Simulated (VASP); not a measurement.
Wanted: the native input for a VASP 6.6.1 run.

```yaml
Task: single point
Functional: PBE-based screened hybrid
Potentials_or_basis: VASP PAW PBE potentials, release 64 (Hf_pv, N)
Cutoff: 520 eV
k_mesh: 5 × 5 × 5
Occupations: fermi-dirac, width 0.05 eV
Spin: no spin polarisation
Dipole_correction: no
Grid_for_exact_exchange_PRECFOCK: Normal
Share_of_exact_exchange: 0.15
Further_INCAR_settings: ALGO = Normal; EDIFF = 1e-06; NBANDS = 14
Screening_parameter: 0.2 1/Å
```

HfN:

```
Hf N
1.0
     0.00000    2.45482    2.45482
     2.45482    0.00000    2.45482
     2.45482    2.45482    0.00000
Hf N
1 1
Direct
  0.00000 0.00000 0.00000
  0.25000 0.25000 0.25000
```

These files were run (other wordings do the same):

POSCAR

```
HfN
1.0
    0.0000000000      2.4548220000      2.4548220000
    2.4548220000      0.0000000000      2.4548220000
    2.4548220000      2.4548220000      0.0000000000
Hf N
1 1
Direct
    0.0000000000      0.0000000000      0.0000000000
    0.2500000000      0.2500000000      0.2500000000
```

INCAR.step1

```
SYSTEM = HfN
  ALGO = Normal
  EDIFF = 1E-5
  ENCUT = 520
  GGA = PE
  ISIF = 2
  ISMEAR = -1
  LASPH = .TRUE.
  LCHARG = .FALSE.
  LREAL = .FALSE.
  LWAVE = .TRUE.
  NBANDS = 14
  NELM = 100
  PREC = Accurate
  SIGMA = 0.05
```

INCAR.step2

```
SYSTEM = HfN
  AEXX = 0.15
  ALGO = Normal
  EDIFF = 1E-6
  ENCUT = 520
  GGA = PE
  HFSCREEN = 0.2
  ISIF = 2
  ISMEAR = -1
  ISTART = 1
  LASPH = .TRUE.
  LCHARG = .FALSE.
  LHFCALC = .TRUE.
  LREAL = .FALSE.
  LWAVE = .FALSE.
  NBANDS = 14
  NELM = 100
  PREC = Accurate
  PRECFOCK = Normal
  SIGMA = 0.05
```

KPOINTS

```
k-points
0
G
  5 5 5
  0 0 0
```

Potentials or basis: VASP PAW PBE potentials, release 64 (Hf_pv, N).

Command:

```bash
$ cat potpaw_PBE.64/Hf_pv/POTCAR potpaw_PBE.64/N/POTCAR > POTCAR
$ cp INCAR.step1 INCAR
$ mpirun -np 1 vasp_std > vasp.out
$ cp INCAR.step2 INCAR
$ mpirun -np 1 vasp_std > vasp.out
```

It gave:

* Pressure: -2.5 GPa

Caveat: the k points lie up to 0.44 Å⁻¹ apart; the PAW data sets were made with another functional, which shifts forces and pressure a little.

Wall time 8.7 min on 1 thread of Intel(R) Xeon(R) Platinum 8488C (Sapphire Rapids), on a shared host, peak memory 0.26 GiB.
